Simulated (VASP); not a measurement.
# Hf3TiN4 (Pm-3m) in VASP: notebook, part 2 of 2

VASP 6.6.1. The steps go on from the part before.

**3. Single point, PBE (11.66 Å³/atom)**

This run uses another cell than the first one, of 11.66 Å³/atom.

Input file INCAR:

```
  PREC = Accurate
  ENCUT = 520
  EDIFF = 1E-7
  ISMEAR = 0
  SIGMA = 0.1
  LREAL = F
  LASPH = T
  NELM = 60
  ALGO = Normal
  ISIF = 2
  LWAVE = F
  LCHARG = F
  GGA = PE
  NBANDS = 41
```

Input file KPOINTS:

```
Automatic mesh
0
Gamma
  8 8 8
```

Input file POSCAR:

```
Hf3TiN4
1.0
    4.5349273352      0.0000000000      0.0000000000
    0.0000000000      4.5349273352      0.0000000000
    0.0000000000      0.0000000000      4.5349273352
Hf Ti N
3 1 4
Direct
    0.5000000000      0.0000000000      0.0000000000
    0.0000000000      0.0000000000      0.5000000000
    0.0000000000      0.5000000000      0.0000000000
    0.5000000000      0.5000000000      0.5000000000
    0.0000000000      0.5000000000      0.5000000000
    0.5000000000      0.5000000000      0.0000000000
    0.0000000000      0.0000000000      0.0000000000
    0.5000000000      0.0000000000      0.5000000000
```

Potentials or basis: VASP PAW PBE potentials, release 64 (Hf_pv, Ti_sv, N).

Launch:

```sh
> cat potpaw_PBE.64/Hf_pv/POTCAR potpaw_PBE.64/Ti_sv/POTCAR potpaw_PBE.64/N/POTCAR > POTCAR
> mpirun -np 1 vasp_std > vasp.out
```

It took 2.5 min on 1 thread of Intel Xeon Platinum 8124M at 3.00GHz (Skylake/Cascade Lake), shared host; peak memory 0.28 GiB.

The run converged. Its results:

```
Free energy            : -84.7034 eV
Pressure               : -9.0 GPa
Band gap on the k mesh : zero (bands 31 and 32 overlap by 3.91 eV)
```

Levels at points of the mesh, in eV from the Fermi level:
```
           k point  band 29  band 30  band 31  band 32  band 33  band 34
(0.00, 0.00, 0.00)    -3.26    -2.63    -2.63    -2.63    -0.35    -0.35
(0.50, 0.00, 0.00)    -3.48    -2.19    -1.92     0.57     0.57     1.14
(0.50, 0.50, 0.00)    -4.75     0.71     0.71     1.27     1.65     1.95
(0.50, 0.50, 0.50)    -5.10     1.28     1.28     1.28     3.50     3.50
```

Caveat: the cell stands under tension; spin-orbit coupling is left out, which moves the levels of the heavy elements.

**4. Single point, PBE (12.00 Å³/atom)**

This run uses another cell than the first one, of 12.00 Å³/atom.

Input file INCAR:

```
SYSTEM = Hf3TiN4
ALGO     = Normal         ! electronic algorithm
EDIFF    = 1E-6           ! SCF threshold, eV
ENCUT    = 520            ! plane-wave cutoff, eV
GGA      = PE             ! functional
ISIF     = 2              ! what is computed and relaxed
ISMEAR   = 0              ! smearing method
LASPH    = .True.         ! aspherical terms in the spheres
LCHARG   = .True.         ! write CHGCAR
LELF     = .True.         ! ELF
LREAL    = .False.        ! projectors in reciprocal space
LVHAR    = .True.       
LWAVE    = .False.        ! write WAVECAR
NBANDS   = 41             ! bands
NELM     = 80             ! most SCF steps
PREC     = Accurate       ! precision mode
SIGMA    = 0.1            ! smearing width, eV
```

Input file KPOINTS:

```
k-points
0
Gamma
  8 8 8
  0 0 0
```

POSCAR: that of step 3 with these lines changed.

```diff
@@ -2,5 +2,5 @@
 1.0
-    4.5349273352      0.0000000000      0.0000000000
-    0.0000000000      4.5349273352      0.0000000000
-    0.0000000000      0.0000000000      4.5349273352
+    4.5785350809      0.0000000000      0.0000000000
+    0.0000000000      4.5785350809      0.0000000000
+    0.0000000000      0.0000000000      4.5785350809
 Hf Ti N
```

Potentials or basis: VASP PAW PBE potentials, release 64 (Hf_pv, Ti_sv, N).

Launch:

```sh
> cat potpaw_PBE.64/Hf_pv/POTCAR potpaw_PBE.64/Ti_sv/POTCAR potpaw_PBE.64/N/POTCAR > POTCAR
> mpirun -np 1 vasp_std > vasp.out
```

OUTCAR:

```text
SYSTEM = Hf3TiN4
   EDIFF = 1E-6
   ENCUT = 520
   GGA = PE
   ISIF = 2
   ISMEAR = 0
   LASPH = .True.
   LREAL = .False.
   NELM = 80
   PREC = Accurate

 ion  position               nearest neighbor table
   1  0.500  0.000  0.000-   6 2.29   7 2.29   8 2.29   8 2.29   6 2.29   7 2.29   2 3.24   4 3.24
                             2 3.24   3 3.24   4 3.24   3 3.24   4 3.24   2 3.24   3 3.24   4 3.24
   2  0.000  0.000  0.500-   5 2.29   7 2.29   8 2.29   7 2.29   5 2.29   8 2.29   1 3.24   3 3.24
                             1 3.24   3 3.24   4 3.24   3 3.24   3 3.24   1 3.24   4 3.24   4 3.24
   3  0.000  0.500  0.000-   5 2.29   6 2.29   7 2.29   5 2.29   7 2.29   6 2.29   2 3.24   4 3.24
                             1 3.24   1 3.24   2 3.24   2 3.24   2 3.24   1 3.24   4 3.24   4 3.24
[... 1276 lines left out ...]
  external PRESSURE =    -151.8415955 kB  Pullay stress =       0.0000000 kB

 VOLUME and BASIS-vectors are now :
 -----------------------------------------------------------------------------
  energy-cutoff  :      520.00
  volume of cell :       95.98
      direct lattice vectors                 reciprocal lattice vectors
     4.578535081  0.000000000  0.000000000     0.218410470  0.000000000  0.000000000
     0.000000000  4.578535081  0.000000000     0.000000000  0.218410470  0.000000000
     0.000000000  0.000000000  4.578535081     0.000000000  0.000000000  0.218410470

 POSITION                                       TOTAL-FORCE (eV/Angst)
 -----------------------------------------------------------------------------------
      2.28927      0.00000      0.00000         0.000000      0.000000      0.000000
      0.00000      0.00000      2.28927         0.000000      0.000000      0.000000
      0.00000      2.28927      0.00000         0.000000      0.000000      0.000000
      2.28927      2.28927      2.28927         0.000000      0.000000      0.000000
      0.00000      2.28927      2.28927         0.000000      0.000000      0.000000
      2.28927      2.28927      0.00000         0.000000      0.000000      0.000000
      0.00000      0.00000      0.00000         0.000000      0.000000      0.000000
      2.28927      0.00000      2.28927         0.000000      0.000000      0.000000
 -----------------------------------------------------------------------------------
    total drift:                                0.000000      0.000000      0.000000

  FREE ENERGIE OF THE ION-ELECTRON SYSTEM (eV)
  ---------------------------------------------------
  free  energy   TOTEN  =       -84.4984349817 eV

  energy  without entropy=      -84.4778691142  energy(sigma->0) =      -84.48815205
```

It took 3.1 min on 1 thread of Intel Xeon Platinum 8124M at 3.00GHz (Skylake/Cascade Lake), shared host; peak memory 0.28 GiB.

Results:

```
Free energy            : -84.4984 eV
Pressure               : -15.2 GPa
Band gap on the k mesh : zero (bands 31 and 32 overlap by 3.81 eV)
```

Caveat: the cell stands under tension; spin-orbit coupling is left out, which moves the levels of the heavy elements.

**5. Single point, PBE (12.45 Å³/atom)**

This run uses another cell than the first one, of 12.45 Å³/atom.

Input file INCAR:

```
SYSTEM = Hf3TiN4
PREC = Accurate ; ENCUT = 520
EDIFF = 1E-6 ; ISMEAR = 0
SIGMA = 0.1 ; LREAL = .False.
LASPH = .True. ; NELM = 80
ALGO = Normal ; ISIF = 2
LWAVE = .False. ; LCHARG = .False.
GGA = PE ; NBANDS = 41
```

Input file KPOINTS:

```
Automatic mesh
0
Gamma
  8 8 8
  0 0 0
```

POSCAR: that of step 4 with these lines changed.

```diff
@@ -2,5 +2,5 @@
 1.0
-    4.5785350809      0.0000000000      0.0000000000
-    0.0000000000      4.5785350809      0.0000000000
-    0.0000000000      0.0000000000      4.5785350809
+    4.6354171093      0.0000000000      0.0000000000
+    0.0000000000      4.6354171093      0.0000000000
+    0.0000000000      0.0000000000      4.6354171093
 Hf Ti N
```

Potentials or basis: VASP PAW PBE potentials, release 64 (Hf_pv, Ti_sv, N).

Launch:

```sh
> cat potpaw_PBE.64/Hf_pv/POTCAR potpaw_PBE.64/Ti_sv/POTCAR potpaw_PBE.64/N/POTCAR > POTCAR
> mpirun -np 1 vasp_std > vasp.out
```

OUTCAR:

```text
SYSTEM = Hf3TiN4
   PREC = Accurate
   ENCUT = 520
   EDIFF = 1E-6
   ISMEAR = 0
   LREAL = .False.
   LASPH = .True.
   NELM = 80
   ISIF = 2
   GGA = PE

 ion  position               nearest neighbor table
   1  0.500  0.000  0.000-   6 2.32   7 2.32   8 2.32   8 2.32   6 2.32   7 2.32   2 3.28   4 3.28
                             2 3.28   3 3.28   4 3.28   3 3.28   4 3.28   2 3.28   3 3.28   4 3.28
   2  0.000  0.000  0.500-   5 2.32   7 2.32   8 2.32   7 2.32   5 2.32   8 2.32   1 3.28   3 3.28
                             1 3.28   3 3.28   4 3.28   3 3.28   3 3.28   1 3.28   4 3.28   4 3.28
   3  0.000  0.500  0.000-   5 2.32   6 2.32   7 2.32   5 2.32   7 2.32   6 2.32   2 3.28   4 3.28
                             1 3.28   1 3.28   2 3.28   2 3.28   2 3.28   1 3.28   4 3.28   4 3.28
[... 1276 lines left out ...]
  external PRESSURE =    -219.8227146 kB  Pullay stress =       0.0000000 kB

 VOLUME and BASIS-vectors are now :
 -----------------------------------------------------------------------------
  energy-cutoff  :      520.00
  volume of cell :       99.60
      direct lattice vectors                 reciprocal lattice vectors
     4.635417109  0.000000000  0.000000000     0.215730316  0.000000000  0.000000000
     0.000000000  4.635417109  0.000000000     0.000000000  0.215730316  0.000000000
     0.000000000  0.000000000  4.635417109     0.000000000  0.000000000  0.215730316

 POSITION                                       TOTAL-FORCE (eV/Angst)
 -----------------------------------------------------------------------------------
      2.31771      0.00000      0.00000         0.000000      0.000000      0.000000
      0.00000      0.00000      2.31771         0.000000      0.000000      0.000000
      0.00000      2.31771      0.00000         0.000000      0.000000      0.000000
      2.31771      2.31771      2.31771         0.000000      0.000000      0.000000
      0.00000      2.31771      2.31771         0.000000      0.000000      0.000000
      2.31771      2.31771      0.00000         0.000000      0.000000      0.000000
      0.00000      0.00000      0.00000         0.000000      0.000000      0.000000
      2.31771      0.00000      2.31771         0.000000      0.000000      0.000000
 -----------------------------------------------------------------------------------
    total drift:                                0.000000      0.000000      0.000000

  FREE ENERGIE OF THE ION-ELECTRON SYSTEM (eV)
  ---------------------------------------------------
  free  energy   TOTEN  =       -84.0779035512 eV

  energy  without entropy=      -84.0565626756  energy(sigma->0) =      -84.06723311
```

OSZICAR:

```text
N       E                     dE             d eps       ncg     rms          rms(c)
DAV:   1     0.484014021578E+03    0.48401E+03   -0.32453E+04  2870   0.159E+03
DAV:   2    -0.420269556774E+02   -0.52604E+03   -0.49799E+03  3313   0.435E+02
DAV:   3    -0.960733573251E+02   -0.54046E+02   -0.52409E+02  4073   0.116E+02
[... 10 lines left out ...]
DAV:  14    -0.840779074767E+02    0.21931E-04   -0.46234E-04  4413   0.114E-01    0.445E-02
DAV:  15    -0.840779084199E+02   -0.94315E-06   -0.17129E-04  4049   0.626E-02    0.325E-02
DAV:  16    -0.840779030214E+02    0.53985E-05   -0.42086E-05  3700   0.266E-02    0.165E-02
DAV:  17    -0.840779063088E+02   -0.32874E-05   -0.10174E-05  3730   0.179E-02    0.135E-02
DAV:  18    -0.840779037680E+02    0.25408E-05   -0.50226E-06  3305   0.136E-02    0.406E-03
DAV:  19    -0.840779035512E+02    0.21674E-06   -0.69400E-07  2305   0.435E-03
   1 F= -.84077904E+02 E0= -.84067233E+02  d E =-.213409E-01
```

Run time: 2.9 min. Hardware: 1 thread of Intel Xeon Platinum 8124M at 3.00GHz (Skylake/Cascade Lake), shared host; peak memory 0.28 GiB.

Results:

```yaml
Free_energy: -84.0779 eV
Pressure: -22.0 GPa
Band_gap_on_the_k_mesh: zero (bands 31 and 32 overlap by 3.68 eV)
```

Caveat: the cell stands under tension; spin-orbit coupling is left out, which moves the levels of the heavy elements.

**6. Overview**

| cell | gap on the mesh (eV) | pressure (GPa) |
| --- | --- | --- |
| a = 4.490 Å, 8 atoms | none | -1.8 |
| a = 4.535 Å, 8 atoms | none | -9.0 |
| a = 4.579 Å, 8 atoms | none | -15.2 |
| a = 4.635 Å, 8 atoms | none | -22.0 |

Alike in all rows: task single point; level PBE; potentials or basis VASP PAW PBE potentials, release 64 (Hf_pv, Ti_sv, N); no spin polarisation; k mesh 8 × 8 × 8; cutoff (eV) 520; smearing gaussian 0.1 eV.

Caveats: spin-orbit coupling is left out, which moves the levels of the heavy elements; the cell stands under tension (at least some runs).

Absolute energies hang on the potentials; compare differences alone.
